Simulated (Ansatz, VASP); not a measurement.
ZrPb2O3: VASP beside Ansatz

```xyz
6
Lattice="6.2358 0.0000 0.0000 -3.1179 5.4003 0.0000 0.0000 0.0000 3.2736" Properties=species:S:1:pos:R:3 pbc="T T T"
Zr    0.0000    0.0000    0.0000
Pb    3.1179    1.8001    0.0000
Pb    0.0000    3.6002    0.0000
O     1.5589    2.7002    1.6368
O     3.1179    0.0000    1.6368
O    -1.5589    2.7002    1.6368
```

Change from the starting cell: species swapped into the ErCo3Ni2 type (P6/mmm, No. 191).

Alike in both runs: functional PBE; k mesh 6 × 6 × 12; occupations gaussian, width 0.1 eV; collinear spin.

Ansatz relaxed the structure, and its values are those at the end. VASP's run is a single point on that final structure, the one shown.

```csv
,VASP,Ansatz
version,VASP 6.6.1,Ansatz 0.2.0
potentials or method,"VASP PAW PBE potentials, release 64 (Zr_sv, Pb_d, O), cutoff 520 eV","scalar-relativistic, plane waves, PAW"
valence electrons in the cell,58,58
```

|  | VASP | Ansatz | Ansatz less VASP |
| --- | --- | --- | --- |
| gap on the k mesh at the Fermi level (eV) | none | none | - |
| pressure (GPa) | 0.0 | 0.0 | +0.03 |
| net moment per atom (μB) | 0.21 | 0.21 | 0.000 |
| size of the moment on the site where the two differ most (μB) | 0.96 | 1.06 | +0.101 |

Site moments also hang on the region over which each program counts them. A gap of «none» marks a metal or a gap that the smearing closes. With one functional, cell and mesh, what is left measures potentials, basis and numerics.

Neither program's run includes spin-orbit coupling.
